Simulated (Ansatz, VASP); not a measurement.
## CoBr in VASP and in Ansatz

```
CELL_PARAMETERS angstrom
3.49796 0.00000 0.00000
-1.74898 3.02932 0.00000
0.00000 0.00000 4.50203
ATOMIC_POSITIONS crystal
Co 0.00000 0.00000 0.00000
Br 0.00000 0.00000 0.50000
```

Alike in both runs: task single point; functional PBE; k mesh 8 × 8 × 6; occupations fermi-dirac, width 0.15 eV; collinear spin; Hubbard terms Co d U = 2.0 eV.

```csv
,VASP,Ansatz
version,VASP 6.6.1,Ansatz 0.2.0
potentials or method,"VASP PAW PBE potentials, release 64 (Co, Br), cutoff 520 eV","plane waves, PAW"
valence electrons in the cell,16,24
```

```csv
,VASP,Ansatz,Ansatz less VASP
gap on the k mesh at the Fermi level (eV),none,none,-
net moment per atom (μB),1.03,1.04,+0.006
size of the moment on the site where the two differ most (μB),2.03,1.90,-0.132
```

Site moments also hang on the region over which each program counts them. The programs project onto different local orbitals, so the same U acts differently, and such runs can settle in different states. A gap of «none» marks a metal or a gap that the smearing closes. VASP's potentials hold 16 valence electrons a cell and Ansatz's 24, so a difference there can come from the potentials and not from the codes. Ansatz's warnings: filled band counts differ across k points, stability check not made.
